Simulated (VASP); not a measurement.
# Ti in VASP: a series of runs

The runs below take Ti through single point, with PBEsol.

Program: VASP 6.6.1. These are calculated values, not measurements. Logs are shortened: lines on timing, memory, paths and dates and some standing lists are left out, and cuts for length are marked.

## 1. The cell of the first run

It takes space group P2_1/m (No. 11, monoclinic). The conventional cell has a = 3.210 Å, b = 3.210 Å, c = 3.210 Å, α = 90.00°, β = 90.00°, γ = 90.00°. Within 3.3 Å of Ti (site symmetry m) lie 14 Ti at 2.41 to 3.21 Å.

## 2. Single point, PBEsol (atoms displaced along a vibrational mode)

INCAR

```
SYSTEM = Ti
PREC     = Accurate       ! precision mode
ENCUT    = 520            ! plane-wave cutoff, eV
EDIFF    = 1E-6           ! SCF threshold, eV
ISMEAR   = 0              ! smearing method
SIGMA    = 0.15           ! smearing width, eV
LREAL    = .FALSE.        ! projectors in reciprocal space
LASPH    = .TRUE.         ! aspherical terms in the spheres
NELM     = 100            ! most SCF steps
ALGO     = Fast           ! electronic algorithm
ISIF     = 2              ! what is computed and relaxed
LWAVE    = .FALSE.        ! write WAVECAR
LCHARG   = .TRUE.         ! write CHGCAR
GGA      = PS             ! functional
LELF     = .TRUE.         ! ELF
LVHAR    = .TRUE.       
NBANDS   = 19             ! bands
```

KPOINTS

```
Automatic mesh
0
G
  14 14 14
  0 0 0
```

POSCAR

```
Ti
1.0
    0.0000000000     -3.2099008398      0.0000000000
   -3.2099008398      0.0000000000      0.0000000000
    0.0000000000      0.0000000000     -3.2099008398
Ti
2
Direct
    0.5458581144      0.5573226430      0.5000000000
   -0.0458581144     -0.0573226430      0.0000000000
```

Potentials or basis: VASP PAW PBE potentials, release 64 (Ti_sv).

The run is started by

```
> cat potpaw_PBE.64/Ti_sv/POTCAR > POTCAR
> mpirun -np 1 vasp_std > vasp.out
```

OUTCAR:

```text
SYSTEM = Ti
   PREC = Accurate
   ENCUT = 520
   EDIFF = 1E-6
   ISMEAR = 0
   LREAL = .FALSE.
   LASPH = .TRUE.
   NELM = 100
   ISIF = 2
   GGA = PS

 ion  position               nearest neighbor table
   1  0.546  0.557  0.500-   2 2.41   2 2.41   2 2.78   2 2.78   2 2.86   2 2.86
   2  0.954  0.943  0.000-   1 2.41   1 2.41   1 2.78   1 2.78   1 2.86   1 2.86

  LATTYP: Found a simple cubic cell.
 ALAT       =     3.2099008398

  Lattice vectors:

 A1 = (   0.0000000000,  -3.2099008398,   0.0000000000)
 A2 = (  -3.2099008398,   0.0000000000,   0.0000000000)
 A3 = (   0.0000000000,   0.0000000000,  -3.2099008398)

Analysis of symmetry for initial positions (statically):
=====================================================================
 Subroutine PRICEL returns:
 Original cell was already a primitive cell.

 Routine SETGRP: Setting up the symmetry group for a
 simple cubic supercell.

 Subroutine GETGRP returns: Found  4 space group operations
 (whereof  2 operations were pure point group operations)
 out of a pool of 48 trial point group operations.

The static configuration has the point symmetry C_1h.
 The point group associated with its full space group is C_2h.

Analysis of symmetry for dynamics (positions and initial velocities):
=====================================================================
 Subroutine PRICEL returns:
 Original cell was already a primitive cell.

 Routine SETGRP: Setting up the symmetry group for a
 simple cubic supercell.

 Subroutine GETGRP returns: Found  4 space group operations
 (whereof  2 operations were pure point group operations)
 out of a pool of 48 trial point group operations.

The dynamic configuration has the point symmetry C_1h.
 The point group associated with its full space group is C_2h.

 Subroutine INISYM returns: Found  4 space group operations
 (whereof  2 operations are pure point group operations),
 and found     1 'primitive' translations

----------------------------------------------------------------------------------------

                                     Primitive cell

  volume of cell :      33.0731

  direct lattice vectors                    reciprocal lattice vectors
     0.000000000 -3.209900840  0.000000000     0.000000000 -0.311536103  0.000000000
    -3.209900840  0.000000000  0.000000000    -0.311536103  0.000000000  0.000000000
     0.000000000  0.000000000 -3.209900840     0.000000000  0.000000000 -0.311536103

  length of vectors
     3.209900840  3.209900840  3.209900840     0.311536103  0.311536103  0.311536103

  position of ions in fractional coordinates (direct lattice)
     0.545858114  0.557322643  0.500000000
     0.954141886  0.942677357  0.000000000
[... 79 lines left out ...]
   EDIFFG = 0.1E-04   stopping-criterion for IOM
   NSW    =      0    number of steps for IOM
   IBRION =     -1    ionic relax: 0-MD 1-quasi-New 2-CG
   NFREE  =      0    steps in history (QN), initial steepest desc. (CG)
   ISIF   =      2    stress and relaxation
   ISYM   =      2    0-nonsym 1-usesym 2-fastsym
   POTIM  = 0.5000    time-step for ionic-motion
   TEBEG  =    0.0;   TEEND  =   0.0 temperature during run
   PSTRESS=    0.0 pullay stress
   NELECT =      24.0000    total number of electrons
   NUPDOWN=      -1.0000    fix difference up-down
   EMIN   =  10.00;   EMAX   =-10.00  energy-range for DOS
   EFERMI =   0.00;   METHOD = LEGACY
   ISMEAR =     0;   SIGMA  =   0.15  broadening in eV -4-tet -1-fermi 0-gaus
   EFERMI_NEDOS =   21; number of points for ismear=-14 and -15
   IALGO  =     68    algorithm
   IMIX   =      4    mixing-type and parameters
     AMIX     =   0.40;   BMIX     =  1.00
     AMIX_MAG =   1.60;   BMIX_MAG =  1.00
  volume/ion in A,a.u.               =      16.54       111.59
  Fermi-wavevector in a.u.,A,eV,Ry     =   1.471139  2.780049 29.446397  2.164249
  Thomas-Fermi vector in A             =   2.586311
   LORBIT       =      0    0 simple, 1 ext, 2 COOP (PROOUT), +10 PAW based schemes
   GGA     = PS    functional components
   LHFCALC =     F    Hartree Fock is set to
   AEXX    =    0.0000 exact exchange contribution
   IVDW    =     0    specifies the selected vdW correction
   LEPSILON=     F    determine dielectric tensor
   LRPA    =     F    only Hartree local field effects (RPA)
 non-spin polarized calculation
 RMM-DIIS sequential band-by-band and
 Gauss-broadening in eV      SIGMA  =   0.15
  energy-cutoff  :      520.00
  volume of cell :       33.07
 maximum number of plane-waves:       912
   NGX = 11   NGY = 11   NGZ = 11

 number of electron      23.9999998 magnetization

 Free energy of the ion-electron system (eV)
  ---------------------------------------------------
  ext. energy  EPLUGINS =         0.00000000
  ---------------------------------------------------
  free energy    TOTEN  =       -15.88318768 eV

  energy without entropy =      -15.83524309  energy(sigma->0) =      -15.85921538

 E-fermi :   8.4096     XC(G=0): -11.8110

 val. band max:        8.4094747469   @ k =   0.4286   0.2857   0.1429
 cond. band min:       8.4096590947   @ k =   0.0714  -0.3571  -0.1429
 fundamental gap:      0.0001843478
 Fermi energy:         8.4096177370

 k-point     1 :       0.0000    0.0000    0.0000
  band No.  band energies     occupation
      1     -47.8091      2.00000
      2     -47.3643      2.00000
      3     -24.3660      2.00000
      4     -24.3649      2.00000
      5     -24.0402      2.00000
      6     -23.7100      2.00000
[... 505 lines left out ...]
      6     -23.7214      2.00000
[... 11 lines left out ...]
     18      12.1783      0.00000
     19      12.9941      0.00000

 [... further k-points ...]

------------------------ aborting loop because EDIFF is reached ----------------------------------------

  FORCE on cell =-STRESS in cart. coord.  units (eV):
  Direction    XX          YY          ZZ          XY          YZ          ZX
  --------------------------------------------------------------------------------------
  -------------------------------------------------------------------------------------
  Total       -0.1029792      0.3843492      1.7460358      0.6335492      0.0000000      0.0000000
  in kB       -4.9886755     18.6192283     84.5841302     30.6913556      0.0000000      0.0000000
  external PRESSURE =      32.7382277 kB  Pullay stress =       0.0000000 kB

 VOLUME and BASIS-vectors are now :
 -----------------------------------------------------------------------------
  energy-cutoff  :      520.00
  volume of cell :       33.07
      direct lattice vectors                 reciprocal lattice vectors
     0.000000000 -3.209900840  0.000000000     0.000000000 -0.311536103  0.000000000
    -3.209900840  0.000000000  0.000000000    -0.311536103  0.000000000  0.000000000
     0.000000000  0.000000000 -3.209900840     0.000000000  0.000000000 -0.311536103

 POSITION                                       TOTAL-FORCE (eV/Angst)
 -----------------------------------------------------------------------------------
     -1.78895     -1.75215     -1.60495         1.861379      1.743150      0.000000
     -3.02590     -3.06270      0.00000        -1.861379     -1.743150      0.000000
 -----------------------------------------------------------------------------------
    total drift:                               -0.000000     -0.000000      0.000000

  FREE ENERGIE OF THE ION-ELECTRON SYSTEM (eV)
  ---------------------------------------------------
  free  energy   TOTEN  =       -15.8831876781 eV

  energy  without entropy=      -15.8352430871  energy(sigma->0) =      -15.85921538
```

stdout:

```text
POSCAR found type information on POSCAR Ti
 POSCAR found :  1 types and       2 ions
 scaLAPACK will be used
 -----------------------------------------------------------------------------
|                                                                             |
|                                                                             |
|     You enforced a specific xc type in the INCAR file but a different       |
[... 26 lines left out ...]
WARNING in EDDRMM: call to ZHEGV failed, returncode =   6  3      9
WARNING in EDDRMM: call to ZHEGV failed, returncode =   8  4      4
WARNING in EDDRMM: call to ZHEGV failed, returncode =   6  3     17
WARNING in EDDRMM: call to ZHEGV failed, returncode =   6  3      7
WARNING in EDDRMM: call to ZHEGV failed, returncode =   6  3     10
WARNING in EDDRMM: call to ZHEGV failed, returncode =   6  3     17
WARNING in EDDRMM: call to ZHEGV failed, returncode =   6  3      6
```

Wall time 5.8 min (1 thread of Intel Xeon 6975P-C (Granite Rapids), shared host); peak memory 0.47 GiB.

What came out:

```
Free energy            : -15.8832 eV
Pressure               : 3.3 GPa
Largest force          : 2.550 eV/Å
Band gap on the k mesh : zero (bands 12 and 13 overlap by 1.12 eV)
```

Forces in eV/Å, atoms in the order of the input:
```
Ti   1.861  1.743  0.000
Ti  -1.861 -1.743  0.000
```

Stress tensor (GPa, compression positive):
```
-0.50  3.07  0.00
 3.07  1.86  0.00
 0.00  0.00  8.46
```

Levels at points of the mesh, in eV from the Fermi level:
| k point | band 10 | band 11 | band 12 | band 13 | band 14 | band 15 |
| --- | --- | --- | --- | --- | --- | --- |
| (0.00, 0.00, 0.00) | -2.47 | -1.99 | 0.47 | 1.31 | 1.50 | 2.06 |
| (0.50, 0.00, 0.00) | -2.45 | -1.39 | -0.02 | 0.52 | 0.91 | 2.09 |
| (0.00, 0.50, 0.00) | -2.43 | -1.48 | 0.36 | 0.59 | 1.00 | 1.78 |
| (0.00, 0.00, 0.50) | -2.51 | -0.96 | -0.96 | 0.81 | 0.81 | 2.74 |
| (0.50, 0.50, 0.00) | -2.56 | -0.65 | -0.47 | 1.03 | 1.38 | 2.81 |
| (0.00, 0.50, 0.50) | -2.46 | -0.25 | -0.25 | 1.15 | 1.15 | 3.07 |
| (0.50, 0.00, 0.50) | -2.38 | -0.09 | -0.09 | 1.21 | 1.21 | 2.89 |
| (0.50, 0.50, 0.50) | -0.88 | -0.59 | -0.59 | 0.14 | 0.14 | 3.31 |

Caveat: the cell differs from its parent crystal (atoms displaced along a vibrational mode); the cell stands under pressure; the PAW data sets were made with another functional, which shifts forces and pressure a little.

## 3. Single point, PBEsol (atoms displaced along a vibrational mode)

INCAR

```
  PREC = Accurate
  ENCUT = 520
  EDIFF = 1E-7
  ISMEAR = 0
  SIGMA = 0.15
  LREAL = F
  LASPH = T
  NELM = 80
  ALGO = Fast
  ISIF = 2
  LWAVE = F
  LCHARG = F
  GGA = PS
  NBANDS = 19
```

KPOINTS

```
Automatic mesh
0
Gamma
  14 14 14
```

POSCAR

```
Ti
1.0
    0.0000000000     -3.2099008398      0.0000000000
   -3.2099008398      0.0000000000      0.0000000000
    0.0000000000      0.0000000000     -3.2099008398
Ti
2
Direct
    0.5343935858      0.5343935858      0.5000000000
   -0.0343935858     -0.0343935858      0.0000000000
```

Potentials or basis: VASP PAW PBE potentials, release 64 (Ti_sv).

The run is started by

```
> cat potpaw_PBE.64/Ti_sv/POTCAR > POTCAR
> mpirun -np 1 vasp_std > vasp.out
```

Wall time 20 min (1 thread of AMD EPYC 7R43 (Zen 3), shared host); peak memory 0.29 GiB.

Results (log left out):

* Free energy: -16.2331 eV
* Pressure: 2.0 GPa
* Largest force: 1.801 eV/Å
* Band gap on the k mesh: zero (bands 12 and 13 overlap by 1.44 eV)

Forces in eV/Å, atoms in the order of the input:
```
Ti   1.273  1.273  0.000
Ti  -1.273 -1.273  0.000
```

Stress tensor (GPa, compression positive):
```
1.23 2.73 0.00
2.73 1.23 0.00
0.00 0.00 3.68
```

Levels at points of the mesh, in eV from the Fermi level:
```tsv
k point	band 8	band 9	band 10	band 11	band 12	band 13	band 14	band 15	band 16	band 17
(0.00, 0.00, 0.00)	-31.98	-5.98	-2.34	-2.14	0.78	1.21	1.25	2.51	2.97	3.90
(0.50, 0.00, 0.00)	-32.11	-2.61	-2.53	-0.94	0.27	0.98	1.14	1.67	2.11	2.35
(0.00, 0.00, 0.50)	-32.16	-2.57	-2.57	-0.55	-0.55	1.01	1.01	2.12	2.12	3.03
(0.50, 0.50, 0.00)	-32.01	-2.59	-2.56	-0.53	-0.44	1.12	1.35	2.90	3.08	3.51
(0.00, 0.50, 0.50)	-31.99	-2.50	-2.50	-0.31	-0.31	1.27	1.27	2.99	2.99	3.30
(0.50, 0.50, 0.50)	-32.15	-0.82	-0.82	-0.61	-0.61	-0.17	-0.17	3.35	3.35	3.36
```

Caveat: the cell differs from its parent crystal (atoms displaced along a vibrational mode); the PAW data sets were made with another functional, which shifts forces and pressure a little.
